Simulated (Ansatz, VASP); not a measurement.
**O: VASP beside Ansatz**

```xyz
2
Lattice="9.0000 0.0000 0.0000 0.0000 9.5000 0.0000 0.0000 0.0000 10.0000" Properties=species:S:1:pos:R:3 pbc="T T T"
O     4.5000    4.7500    4.3850
O     4.5000    4.7500    5.6150
```

Alike in both runs: task relaxation of the atoms; functional r2SCAN; k mesh 1 × 1 × 1; occupations gaussian, width 0.02 eV; collinear spin.

|  | VASP | Ansatz |
| --- | --- | --- |
| version | VASP 6.6.1 | Ansatz 0.2.0 |
| potentials or method | VASP PAW PBE potentials, release 64 (O), cutoff 520 eV | plane waves, PAW |
| valence electrons in the cell | 12 | 12 |

```csv
,VASP,Ansatz,Ansatz less VASP
net moment per atom (μB),1.00,1.00,0.000
size of the moment on the site where the two differ most (μB),0.83,0.57,-0.260
```

VASP's potentials were made for PBE, not for r2SCAN. Site moments also hang on the region over which each program counts them. Ansatz's warnings: end state compared, stress scf threshold loose.

Noted on VASP's run: the standard files for N, O and F lose accuracy on very short bonds.
